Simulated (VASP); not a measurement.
# Ga3F (Fm-3m) in VASP: single point with PBE

Aim: the single point of Ga3F with PBE.

Program: VASP 6.6.1. These are calculated values, not measurements. Logs are shortened: lines on timing, memory, paths and dates and some standing lists are left out, and cuts for length are marked.

## Step 1: The cell of the first run

Symmetry: Fm-3m, No. 225, cubic system. The conventional cell has a = 6.495 Å, b = 6.495 Å, c = 6.495 Å, α = 90.00°, β = 90.00°, γ = 90.00°. Within 3.7 Å of Ga (site symmetry -43m) lie 10 Ga at 2.81 to 3.25 Å and 4 F at 2.81 Å. Ga (site symmetry m-3m) has 8 Ga at 2.81 Å and 6 F at 3.25 Å within 3.7 Å. Within 3.7 Å of F (site symmetry m-3m) lie 14 Ga at 2.81 to 3.25 Å.

## Step 2: Single point, PBE

Input file INCAR:

```
SYSTEM = Ga3F
ALGO     = Normal         ! electronic algorithm
EDIFF    = 1E-6           ! SCF threshold, eV
ENCUT    = 520            ! plane-wave cutoff, eV
GGA      = PE             ! functional
ISIF     = 2              ! what is computed and relaxed
ISMEAR   = 0              ! smearing method
LASPH    = .TRUE.         ! aspherical terms in the spheres
LCHARG   = .FALSE.        ! write CHGCAR
LREAL    = .FALSE.        ! projectors in reciprocal space
LWAVE    = .FALSE.        ! write WAVECAR
NBANDS   = 31             ! bands
NELM     = 100            ! most SCF steps
PREC     = Accurate       ! precision mode
SIGMA    = 0.1            ! smearing width, eV
```

Input file KPOINTS:

```
k-points
0
G
  4 4 4
  0 0 0
```

Input file POSCAR:

```
Ga3F
1.0
    0.0000000000      3.2475472600      3.2475472600
    3.2475472600      0.0000000000      3.2475472600
    3.2475472600      3.2475472600      0.0000000000
Ga F
3 1
Direct
    0.2500000000      0.2500000000      0.2500000000
    0.7500000000      0.7500000000      0.7500000000
    0.0000000000      0.0000000000      0.0000000000
    0.5000000000      0.5000000000      0.5000000000
```

Potentials or basis: VASP PAW PBE potentials, release 64 (Ga_d, F).

On the command line:

```
> cat potpaw_PBE.64/Ga_d/POTCAR potpaw_PBE.64/F/POTCAR > POTCAR
> mpirun -np 1 vasp_std > vasp.out
```

OUTCAR:

```text
SYSTEM = Ga3F
   EDIFF = 1E-6
   ENCUT = 520
   GGA = PE
   ISIF = 2
   ISMEAR = 0
   LASPH = .TRUE.
   LREAL = .FALSE.
   NELM = 100
   PREC = Accurate

 ion  position               nearest neighbor table
   1  0.250  0.250  0.250-   3 2.81   3 2.81   3 2.81   3 2.81
   2  0.750  0.750  0.750-   3 2.81   3 2.81   3 2.81   3 2.81
   3  0.000  0.000  0.000-   2 2.81   2 2.81   2 2.81   1 2.81   1 2.81   1 2.81   2 2.81   1 2.81

   4  0.500  0.500  0.500-

  LATTYP: Found a face centered cubic cell.
 ALAT       =     6.4950945200

  Lattice vectors:

 A1 = (   0.0000000000,   3.2475472600,   3.2475472600)
 A2 = (   3.2475472600,   0.0000000000,   3.2475472600)
 A3 = (   3.2475472600,   3.2475472600,   0.0000000000)

Analysis of symmetry for initial positions (statically):
=====================================================================
 Subroutine PRICEL returns:
 Original cell was already a primitive cell.

 Routine SETGRP: Setting up the symmetry group for a
 face centered cubic supercell.

 Subroutine GETGRP returns: Found 48 space group operations
 (whereof 48 operations were pure point group operations)
 out of a pool of 48 trial point group operations.

The static configuration has the point symmetry O_h .

Analysis of symmetry for dynamics (positions and initial velocities):
=====================================================================
 Subroutine PRICEL returns:
 Original cell was already a primitive cell.

 Routine SETGRP: Setting up the symmetry group for a
 face centered cubic supercell.

 Subroutine GETGRP returns: Found 48 space group operations
 (whereof 48 operations were pure point group operations)
 out of a pool of 48 trial point group operations.

The dynamic configuration has the point symmetry O_h .

 Subroutine INISYM returns: Found 48 space group operations
 (whereof 48 operations are pure point group operations),
 and found     1 'primitive' translations

----------------------------------------------------------------------------------------

                                     Primitive cell

  volume of cell :      68.5009

  direct lattice vectors                    reciprocal lattice vectors
     0.000000000  3.247547260  3.247547260    -0.153962348  0.153962348  0.153962348
     3.247547260  0.000000000  3.247547260     0.153962348 -0.153962348  0.153962348
     3.247547260  3.247547260  0.000000000     0.153962348  0.153962348 -0.153962348

  length of vectors
     4.592725380  4.592725380  4.592725380     0.266670608  0.266670608  0.266670608

  position of ions in fractional coordinates (direct lattice)
     0.250000000  0.250000000  0.250000000
     0.750000000  0.750000000  0.750000000
     0.000000000  0.000000000  0.000000000
     0.500000000  0.500000000  0.500000000

  ion indices of the primitive-cell ions
   primitive index   ion index
                 1           1
                 2           2
                 3           3
                 4           4

----------------------------------------------------------------------------------------

 KPOINTS: k-points

Automatic generation of k-mesh.
 Grid dimensions read from file:
 generate k-points for:    4    4    4

 Generating k-lattice:

  Cartesian coordinates                     Fractional coordinates (reciprocal lattice)
    -0.038490587  0.038490587  0.038490587     0.250000000  0.000000000  0.000000000
     0.038490587 -0.038490587  0.038490587     0.000000000  0.250000000  0.000000000
     0.038490587  0.038490587 -0.038490587     0.000000000  0.000000000  0.250000000

  Length of vectors
     0.066667652  0.066667652  0.066667652

  Shift w.r.t. Gamma in fractional coordinates (k-lattice)
     0.000000000  0.000000000  0.000000000

 Subroutine IBZKPT returns following result:
 ===========================================

 Found      8 irreducible k-points:

 Following reciprocal coordinates:
            Coordinates               Weight
  0.000000  0.000000  0.000000      1.000000
  0.250000  0.000000  0.000000      8.000000
  0.500000  0.000000  0.000000      4.000000
  0.250000  0.250000  0.000000      6.000000
  0.500000  0.250000  0.000000     24.000000
 -0.250000  0.250000  0.000000     12.000000
  0.500000  0.500000  0.000000      3.000000
 -0.250000  0.500000  0.250000      6.000000
   k-points           NKPTS =      8   k-points in BZ     NKDIM =      8   number of bands    NBANDS=     31
   number of dos      NEDOS =    301   number of ions     NIONS =      4
   total plane-waves  NPLWV =  46656
   dimension x,y,z NGX =    36 NGY =   36 NGZ =   36
   dimension x,y,z NGXF=    72 NGYF=   72 NGZF=   72
   ions per type =               3   1
   NGX,Y,Z   is equivalent  to a cutoff of  13.03, 13.03, 13.03 a.u.
   NGXF,Y,Z  is equivalent  to a cutoff of  26.06, 26.06, 26.06 a.u.
 SYSTEM =  Ga3F
   PREC   = accura    normal or accurate (medium, high low for compatibility)
   ISTART =      0    job   : 0-new  1-cont  2-samecut
   ICHARG =      2    charge: 1-file 2-atom 10-const
   ISPIN  =      1    spin polarized calculation?
   LNONCOLLINEAR =      F non collinear calculations
   LSORBIT =      F    spin-orbit coupling
   LASPH  =      T    aspherical Exc in radial PAW
   ENCUT  =  520.0 eV  38.22 Ry    6.18 a.u.   8.54  8.54  8.54*2*pi/ulx,y,z
   NELM   =    100;   NELMIN=  2; NELMDL= -5     # of ELM steps
   EDIFF  = 0.1E-05   stopping-criterion for ELM
   LREAL  =      F    real-space projection
   EDIFFG = 0.1E-04   stopping-criterion for IOM
   NSW    =      0    number of steps for IOM
   IBRION =     -1    ionic relax: 0-MD 1-quasi-New 2-CG
   NFREE  =      0    steps in history (QN), initial steepest desc. (CG)
   ISIF   =      2    stress and relaxation
   ISYM   =      2    0-nonsym 1-usesym 2-fastsym
   POTIM  = 0.5000    time-step for ionic-motion
   TEBEG  =    0.0;   TEEND  =   0.0 temperature during run
   PSTRESS=    0.0 pullay stress
   NELECT =      46.0000    total number of electrons
   NUPDOWN=      -1.0000    fix difference up-down
   EMIN   =  10.00;   EMAX   =-10.00  energy-range for DOS
   EFERMI =   0.00;   METHOD = LEGACY
   ISMEAR =     0;   SIGMA  =   0.10  broadening in eV -4-tet -1-fermi 0-gaus
   EFERMI_NEDOS =   21; number of points for ismear=-14 and -15
   IALGO  =     38    algorithm
   IMIX   =      4    mixing-type and parameters
     AMIX     =   0.40;   BMIX     =  1.00
     AMIX_MAG =   1.60;   BMIX_MAG =  1.00
  volume/ion in A,a.u.               =      17.13       115.57
  Fermi-wavevector in a.u.,A,eV,Ry     =   1.433602  2.709115 27.962898  2.055215
  Thomas-Fermi vector in A             =   2.553102
   LORBIT       =      0    0 simple, 1 ext, 2 COOP (PROOUT), +10 PAW based schemes
   GGA     = PE    functional components
   LHFCALC =     F    Hartree Fock is set to
   AEXX    =    0.0000 exact exchange contribution
   IVDW    =     0    specifies the selected vdW correction
   LEPSILON=     F    determine dielectric tensor
   LRPA    =     F    only Hartree local field effects (RPA)
 non-spin polarized calculation
 Gauss-broadening in eV      SIGMA  =   0.10
  energy-cutoff  :      520.00
  volume of cell :       68.50
 maximum number of plane-waves:      1859
 NGX is ok and might be reduce to    36
   NGX = 17   NGY = 17   NGZ = 17

 number of electron      45.9999960 magnetization

 Free energy of the ion-electron system (eV)
  ---------------------------------------------------
  ext. energy  EPLUGINS =         0.00000000
  ---------------------------------------------------
  free energy    TOTEN  =       -12.39115709 eV

  energy without entropy =      -12.36556258  energy(sigma->0) =      -12.37835983

 E-fermi :   4.1331     XC(G=0): -10.6810

 val. band max:        3.9287220866   @ k =   0.2500   0.2500   0.0000
 cond. band min:       4.1805398563   @ k =   0.5000   0.2500   0.0000
 fundamental gap:      0.2518177697
 Fermi energy:         4.1331200177

 k-point     1 :       0.0000    0.0000    0.0000
  band No.  band energies     occupation
      1     -17.6086      2.00000
      2     -10.6464      2.00000
      3     -10.6464      2.00000
      4     -10.5791      2.00000
      5     -10.5791      2.00000
      6     -10.5791      2.00000
[... 23 lines left out ...]
     30      11.8307      0.00000
     31      12.1119      0.00000

 k-point     2 :       0.2500    0.0000    0.0000
  band No.  band energies     occupation
      1     -17.5981      2.00000
      2     -10.6124      2.00000
      3     -10.6124      2.00000
      4     -10.6082      2.00000
      5     -10.6082      2.00000
      6     -10.6080      2.00000
[... 23 lines left out ...]
     30      11.1449      0.00000
     31      11.6401      0.00000

 k-point     3 :       0.5000    0.0000    0.0000
  band No.  band energies     occupation
      1     -17.5874      2.00000
      2     -10.6302      2.00000
      3     -10.6302      2.00000
      4     -10.5977      2.00000
      5     -10.5445      2.00000
      6     -10.5445      2.00000
[... 23 lines left out ...]
     30      11.8698      0.00000
     31      14.2904      0.00000

 k-point     4 :       0.2500    0.2500    0.0000
  band No.  band energies     occupation
      1     -17.5946      2.00000
      2     -10.6266      2.00000
      3     -10.6266      2.00000
      4     -10.6136      2.00000
      5     -10.6000      2.00000
      6     -10.5735      2.00000
[... 23 lines left out ...]
     30      12.6178      0.00000
     31      12.6219      0.00000

 k-point     5 :       0.5000    0.2500    0.0000
  band No.  band energies     occupation
      1     -17.5846      2.00000
      2     -10.6360      2.00000
      3     -10.6231      2.00000
      4     -10.6036      2.00000
      5     -10.5668      2.00000
      6     -10.5605      2.00000
[... 23 lines left out ...]
     30      12.9475      0.00000
     31      13.5108      0.00000

 k-point     6 :      -0.2500    0.2500    0.0000
  band No.  band energies     occupation
      1     -17.5878      2.00000
      2     -10.6287      2.00000
      3     -10.6205      2.00000
      4     -10.6017      2.00000
      5     -10.5784      2.00000
      6     -10.5568      2.00000
[... 23 lines left out ...]
     30      11.8755      0.00000
     31      14.1538      0.00000

 k-point     7 :       0.5000    0.5000    0.0000
  band No.  band energies     occupation
      1     -17.5813      2.00000
      2     -10.6369      2.00000
      3     -10.6369      2.00000
      4     -10.6014      2.00000
      5     -10.5876      2.00000
      6     -10.5694      2.00000
[... 23 lines left out ...]
     30      13.2950      0.00000
     31      13.2950      0.00000

 k-point     8 :      -0.2500    0.5000    0.2500
  band No.  band energies     occupation
      1     -17.5816      2.00000
      2     -10.6284      2.00000
      3     -10.6243      2.00000
      4     -10.6243      2.00000
      5     -10.5539      2.00000
      6     -10.5413      2.00000
[... 23 lines left out ...]
     30      13.0390      0.00000
     31      13.0390      0.00000

------------------------ aborting loop because EDIFF is reached ----------------------------------------

  FORCE on cell =-STRESS in cart. coord.  units (eV):
  Direction    XX          YY          ZZ          XY          YZ          ZX
  --------------------------------------------------------------------------------------
  -------------------------------------------------------------------------------------
  Total       -0.2056567     -0.2056567     -0.2056567      0.0000000      0.0000000     -0.0000000
  in kB       -4.8101333     -4.8101333     -4.8101333      0.0000000      0.0000000     -0.0000000
  external PRESSURE =      -4.8101333 kB  Pullay stress =       0.0000000 kB

 VOLUME and BASIS-vectors are now :
 -----------------------------------------------------------------------------
  energy-cutoff  :      520.00
  volume of cell :       68.50
      direct lattice vectors                 reciprocal lattice vectors
     0.000000000  3.247547260  3.247547260    -0.153962348  0.153962348  0.153962348
     3.247547260  0.000000000  3.247547260     0.153962348 -0.153962348  0.153962348
     3.247547260  3.247547260  0.000000000     0.153962348  0.153962348 -0.153962348

 POSITION                                       TOTAL-FORCE (eV/Angst)
 -----------------------------------------------------------------------------------
      1.62377      1.62377      1.62377         0.000000      0.000000      0.000000
      4.87132      4.87132      4.87132         0.000000     -0.000000     -0.000000
      0.00000      0.00000      0.00000        -0.000000      0.000000     -0.000000
      3.24755      3.24755      3.24755        -0.000000      0.000000     -0.000000
 -----------------------------------------------------------------------------------
    total drift:                                0.000000      0.000000      0.000000

  FREE ENERGIE OF THE ION-ELECTRON SYSTEM (eV)
  ---------------------------------------------------
  free  energy   TOTEN  =       -12.3911570860 eV

  energy  without entropy=      -12.3655625836  energy(sigma->0) =      -12.37835983
```

It took 9.2 s on 1 thread of Intel Xeon 6975P-C (Granite Rapids), shared host; peak memory 0.2 GiB.

Results:

- Free energy: -12.3912 eV
- Pressure: -0.5 GPa
- Band gap on the k mesh: zero (band 23 reaches 5.21 eV, above the bottom of band 24 at 3.76 eV)

Levels at points of the mesh, in eV from the Fermi level:
| k point | band 21 | band 22 | band 23 | band 24 | band 25 | band 26 |
| --- | --- | --- | --- | --- | --- | --- |
| (0.00, 0.00, 0.00) | -1.20 | 1.08 | 1.08 | 1.08 | 1.26 | 1.68 |
| (0.50, 0.00, 0.00) | -2.78 | -1.11 | -0.21 | -0.21 | 3.11 | 3.11 |
| (0.50, 0.50, 0.00) | -3.62 | -2.10 | -0.38 | -0.38 | 2.69 | 6.77 |

Caveat: the k points lie up to 0.42 Å⁻¹ apart.
